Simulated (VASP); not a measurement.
# Zr3GeC (I4/mcm) in VASP: single point with r2SCAN

Aim: the single point of Zr3GeC with r2SCAN.

All numbers are computed with VASP 6.6.1; they aren't measurements. Logs are shortened: lines on timing, memory, paths and dates and some standing lists are left out, and cuts for length are marked.

## Step 1: The cell of the first run

The structure is tetragonal, space group I4/mcm (No. 140). Conventional cell: a = 5.661 Å, b = 5.661 Å, c = 8.490 Å, α = 90.00°, β = 90.00°, γ = 90.00°. Ge (site symmetry -42m) has 12 Zr at 2.66 to 3.21 Å and 8 C at 3.54 Å within 3.6 Å. Zr (site symmetry m2m) has 2 C at 2.04 Å and 2 Ge at 2.66 Å within 2.7 Å. Zr (site symmetry 422) has 2 C at 2.12 Å and 4 Ge at 2.83 Å and 8 Zr at 2.94 Å within 3.0 Å. C (site symmetry 4/m) has 6 Zr at 2.04 to 2.12 Å within 2.7 Å.

## Step 2: Single point, r2SCAN

POSCAR reads:

```
Zr3GeC
1.0
    0.0000000000      5.6611440000      0.0000000000
    5.6611440000      0.0000000000      0.0000000000
    2.8305720000      2.8305720000     -4.2448060000
Ge Zr C
2 6 2
Direct
    0.7500000000      0.2500000000      0.5000000000
    0.2500000000      0.7500000000      0.5000000000
    0.7000000000      0.2000000000      0.0000000000
    0.2000000000      0.3000000000      0.0000000000
    0.3000000000      0.8000000000      0.0000000000
    0.8000000000      0.7000000000      0.0000000000
    0.2500000000      0.2500000000      0.5000000000
    0.7500000000      0.7500000000      0.5000000000
    0.0000000000      0.0000000000      0.0000000000
    0.5000000000      0.5000000000      0.0000000000
```

INCAR.step1 reads:

```
PREC     = Accurate       # precision mode
ENCUT    = 520            # plane-wave cutoff, eV
ISMEAR   = -1             # smearing method
SIGMA    = 0.1            # smearing width, eV
LREAL    = F              # projectors in reciprocal space
LASPH    = T              # aspherical terms in the spheres
NELM     = 80             # most SCF steps
NBANDS   = 65             # bands
GGA      = PE             # functional
ALGO     = Normal         # electronic algorithm
EDIFF    = 1E-4           # SCF threshold, eV
LWAVE    = T              # write WAVECAR
LCHARG   = F              # write CHGCAR
```

INCAR.step2 reads:

```
PREC     = Accurate       # precision mode
ENCUT    = 520            # plane-wave cutoff, eV
EDIFF    = 1E-7           # SCF threshold, eV
ISMEAR   = -1             # smearing method
SIGMA    = 0.1            # smearing width, eV
LREAL    = F              # projectors in reciprocal space
LASPH    = T              # aspherical terms in the spheres
NELM     = 80             # most SCF steps
ALGO     = Normal         # electronic algorithm
ISIF     = 2              # what is computed and relaxed
LWAVE    = F              # write WAVECAR
LCHARG   = F              # write CHGCAR
METAGGA  = R2SCAN         # meta-GGA
LMIXTAU  = T            
NBANDS   = 65             # bands
ISTART   = 1
```

KPOINTS reads:

```
Automatic mesh
0
Gamma
  4 4 4
```

Potentials or basis: VASP PAW PBE potentials, release 64 (Ge_d, Zr_sv, C).

Started as:

```sh
> cat potpaw_PBE.64/Ge_d/POTCAR potpaw_PBE.64/Zr_sv/POTCAR potpaw_PBE.64/C/POTCAR > POTCAR
> cp INCAR.step1 INCAR
> mpirun -np 1 vasp_std > vasp.out
> cp INCAR.step2 INCAR
> mpirun -np 1 vasp_std > vasp.out
```

OUTCAR:

```text
PREC = Accurate
   ENCUT = 520
   EDIFF = 1E-7
   ISMEAR = -1
   LREAL = F
   LASPH = T
   NELM = 80
   ISIF = 2
   METAGGA = R2SCAN
   ISTART = 1

 ion  position               nearest neighbor table
   1  0.750  0.250  0.500-   3 2.66   5 2.66   4 2.66   6 2.66   7 2.83   8 2.83   8 2.83   7 2.83
                             6 3.21   5 3.21   4 3.21   3 3.21
   2  0.250  0.750  0.500-   4 2.66   6 2.66   3 2.66   5 2.66   7 2.83   8 2.83   7 2.83   8 2.83
                             6 3.21   5 3.21   4 3.21   3 3.21
   3  0.700  0.200  0.000-   9 2.04  10 2.04   2 2.66   1 2.66   6 2.89   4 2.89   6 2.89   4 2.89
                             7 2.94   7 2.94   8 2.94   8 2.94   5 3.20   1 3.21   2 3.21
   4  0.200  0.300  0.000-   9 2.04  10 2.04   1 2.66   2 2.66   5 2.89   3 2.89   5 2.89   3 2.89
                             7 2.94   7 2.94   8 2.94   8 2.94   6 3.20   2 3.21   1 3.21
   5  0.300  0.800  0.000-   9 2.04  10 2.04   2 2.66   1 2.66   6 2.89   4 2.89   4 2.89   6 2.89
                             7 2.94   7 2.94   8 2.94   8 2.94   3 3.20   2 3.21   1 3.21
   6  0.800  0.700  0.000-   9 2.04  10 2.04   1 2.66   2 2.66   5 2.89   3 2.89   3 2.89   5 2.89
                             8 2.94   8 2.94   7 2.94   7 2.94   4 3.20   1 3.21   2 3.21
   7  0.250  0.250  0.500-   9 2.12  10 2.12   1 2.83   2 2.83   2 2.83   1 2.83   6 2.94   3 2.94
                             4 2.94   5 2.94   4 2.94   6 2.94   5 2.94   3 2.94
   8  0.750  0.750  0.500-  10 2.12   9 2.12   1 2.83   2 2.83   1 2.83   2 2.83   5 2.94   3 2.94
                             6 2.94   4 2.94   5 2.94   3 2.94   6 2.94   4 2.94
   9  0.000  0.000  0.000-   3 2.04   4 2.04   5 2.04   6 2.04   8 2.12   7 2.12
  10  0.500  0.500  0.000-   3 2.04   4 2.04   5 2.04   6 2.04   7 2.12   8 2.12

  LATTYP: Found a body centered tetragonal cell.
 ALAT       =     5.6611440000
 C/A-ratio  =     1.4996283437

  Lattice vectors:

 A1 = (  -2.8305720000,   2.8305720000,   4.2448060000)
 A2 = (   2.8305720000,  -2.8305720000,   4.2448060000)
 A3 = (   2.8305720000,   2.8305720000,  -4.2448060000)

Analysis of symmetry for initial positions (statically):
=====================================================================
 Subroutine PRICEL returns:
 Original cell was already a primitive cell.

 Routine SETGRP: Setting up the symmetry group for a
 body centered tetragonal supercell.

 Subroutine GETGRP returns: Found 16 space group operations
 (whereof  8 operations were pure point group operations)
 out of a pool of 16 trial point group operations.

The static configuration has the point symmetry C_4h.
 The point group associated with its full space group is D_4h.

Analysis of symmetry for dynamics (positions and initial velocities):
=====================================================================
 Subroutine PRICEL returns:
 Original cell was already a primitive cell.
[... 128 lines left out ...]
   ISMEAR =    -1;   SIGMA  =   0.10  broadening in eV -4-tet -1-fermi 0-gaus
   EFERMI_NEDOS =   21; number of points for ismear=-14 and -15
   IALGO  =     38    algorithm
   IMIX   =      4    mixing-type and parameters
     AMIX     =   0.40;   BMIX     =  1.00
     AMIX_MAG =   1.60;   BMIX_MAG =  1.00
  volume/ion in A,a.u.               =      13.60        91.80
  Fermi-wavevector in a.u.,A,eV,Ry     =   1.515865  2.864570 31.264123  2.297848
  Thomas-Fermi vector in A             =   2.625332
   LORBIT       =      0    0 simple, 1 ext, 2 COOP (PROOUT), +10 PAW based schemes
   METAGGA = R2SCAN    functional components
   LHFCALC =     F    Hartree Fock is set to
   AEXX    =    0.0000 exact exchange contribution
   IVDW    =     0    specifies the selected vdW correction
   LEPSILON=     F    determine dielectric tensor
   LRPA    =     F    only Hartree local field effects (RPA)
 non-spin polarized calculation
  energy-cutoff  :      520.00
  volume of cell :      136.04
 maximum number of plane-waves:      3684
   NGX = 21   NGY = 21   NGZ = 21

 number of electron     107.9999990 magnetization

 Free energy of the ion-electron system (eV)
  ---------------------------------------------------
  ext. energy  EPLUGINS =         0.00000000
  ---------------------------------------------------
  free energy    TOTEN  =      -183.00896884 eV

  energy without entropy =     -182.87482538  energy(sigma->0) =     -182.94189711

 E-fermi :  12.6061     XC(G=0): -13.9221

 val. band max:       12.5945561491   @ k =   0.0000   0.0000   0.0000
 cond. band min:      12.6539031916   @ k =   0.0000   0.0000   0.5000
 fundamental gap:      0.0593470424
 Fermi energy:        12.6061171092

 k-point     1 :       0.0000    0.0000    0.0000
  band No.  band energies     occupation
      1     -37.4976      2.00000
      2     -37.3841      2.00000
      3     -36.9609      2.00000
      4     -36.8485      2.00000
      5     -36.8485      2.00000
      6     -36.6903      2.00000
[... 873 lines left out ...]
     64      15.6596      0.00000
     65      15.6596      0.00000

------------------------ aborting loop because EDIFF is reached ----------------------------------------

  FORCE on cell =-STRESS in cart. coord.  units (eV):
  Direction    XX          YY          ZZ          XY          YZ          ZX
  --------------------------------------------------------------------------------------
  -------------------------------------------------------------------------------------
  Total       58.2118025     58.2118025     59.5996671      0.0000000      0.0000000     -0.0000000
  in kB      685.5756424    685.5756424    701.9208872      0.0000000      0.0000000     -0.0000000
  external PRESSURE =     691.0240573 kB  Pullay stress =       0.0000000 kB

 VOLUME and BASIS-vectors are now :
 -----------------------------------------------------------------------------
  energy-cutoff  :      520.00
  volume of cell :      136.04
      direct lattice vectors                 reciprocal lattice vectors
     0.000000000  5.661144000  0.000000000     0.000000000  0.176642742  0.117791013
     5.661144000  0.000000000  0.000000000     0.176642742  0.000000000  0.117791013
     2.830572000  2.830572000 -4.244806000     0.000000000  0.000000000 -0.235582027

 POSITION                                       TOTAL-FORCE (eV/Angst)
 -----------------------------------------------------------------------------------
      2.83057      5.66114     -2.12240        -0.000000     -0.000000      0.000000
      5.66114      2.83057     -2.12240        -0.000000     -0.000000      0.000000
      1.13223      3.96280      0.00000        -0.357880     -0.357880     -0.000000
      1.69834      1.13223      0.00000         0.357880     -0.357880      0.000000
      4.52892      1.69834      0.00000         0.357880      0.357880      0.000000
      3.96280      4.52892      0.00000        -0.357880      0.357880     -0.000000
      2.83057      2.83057     -2.12240        -0.000000     -0.000000      0.000000
      5.66114      5.66114     -2.12240        -0.000000     -0.000000     -0.000000
      0.00000      0.00000      0.00000        -0.000000     -0.000000      0.000000
      2.83057      2.83057      0.00000        -0.000000     -0.000000      0.000000
 -----------------------------------------------------------------------------------
    total drift:                                0.000000      0.000000      0.000000

  FREE ENERGIE OF THE ION-ELECTRON SYSTEM (eV)
  ---------------------------------------------------
  free  energy   TOTEN  =      -183.0089688372 eV

  energy  without entropy=     -182.8748253785  energy(sigma->0) =     -182.94189711
```

OSZICAR.step1:

```text
N       E                     dE             d eps       ncg     rms          rms(c)
DAV:   1     0.153412357187E+04    0.15341E+04   -0.52408E+04  2311   0.320E+03
DAV:   2     0.206936386461E+03   -0.13272E+04   -0.12698E+04  1826   0.947E+02
DAV:   3    -0.574282067021E+02   -0.26436E+03   -0.25465E+03  1959   0.257E+02
DAV:   4    -0.882947039357E+02   -0.30866E+02   -0.30327E+02  2564   0.767E+01
DAV:   5    -0.908146003233E+02   -0.25199E+01   -0.25099E+01  2772   0.196E+01    0.698E+01
DAV:   6    -0.763817201618E+02    0.14433E+02   -0.71117E+01  2315   0.269E+01    0.289E+01
DAV:   7    -0.767874441879E+02   -0.40572E+00   -0.70274E+00  2331   0.869E+00    0.133E+01
DAV:   8    -0.768409222716E+02   -0.53478E-01   -0.74224E-01  2483   0.395E+00    0.202E+00
DAV:   9    -0.768275233971E+02    0.13399E-01   -0.22938E-01  2131   0.157E+00    0.761E-01
DAV:  10    -0.768261717158E+02    0.13517E-02   -0.26489E-02  2330   0.791E-01    0.376E-01
DAV:  11    -0.768260044961E+02    0.16722E-03   -0.11591E-02  2099   0.440E-01    0.104E-01
DAV:  12    -0.768258093808E+02    0.19512E-03   -0.15723E-03  1978   0.179E-01    0.414E-02
DAV:  13    -0.768258047535E+02    0.46273E-05   -0.60240E-05  1140   0.437E-02
   1 F= -.76825805E+02 E0= -.76755538E+02  d E =-.140534E+00
```

Wall time 29 min (1 thread of AMD EPYC, shared host); peak memory 0.33 GiB.

What came out:

```
Free energy            : -183.0090 eV
Pressure               : 69.1 GPa
Largest force          : 0.506 eV/Å
Band gap on the k mesh : zero (bands 54 and 55 overlap by 1.21 eV)
```

Forces in eV/Å, atoms in the order of the input:
```
Ge   0.000  0.000  0.000
Ge   0.000  0.000  0.000
Zr  -0.358 -0.358  0.000
Zr   0.358 -0.358  0.000
Zr   0.358  0.358  0.000
Zr  -0.358  0.358  0.000
Zr   0.000  0.000  0.000
Zr   0.000  0.000  0.000
C    0.000  0.000  0.000
C    0.000  0.000  0.000
```

Levels at points of the mesh, in eV from the Fermi level:
| k point | band 51 | band 52 | band 53 | band 54 | band 55 | band 56 | band 57 | band 58 |
| --- | --- | --- | --- | --- | --- | --- | --- | --- |
| (0.00, 0.00, 0.00) | -1.46 | -1.46 | -0.90 | -0.90 | -0.73 | -0.01 | -0.01 | 0.82 |
| (0.50, 0.00, 0.00) | -1.19 | -1.19 | -0.91 | -0.91 | 1.11 | 1.11 | 1.39 | 1.39 |
| (0.50, 0.50, 0.00) | -1.96 | -0.44 | -0.41 | -0.04 | 0.38 | 0.77 | 0.86 | 0.92 |
| (0.00, 0.00, 0.50) | -1.08 | -0.76 | 0.05 | 0.48 | 0.48 | 0.52 | 0.55 | 0.55 |

Caveat: the cell stands under pressure; the PAW data sets were made with another functional, which shifts forces and pressure a little.
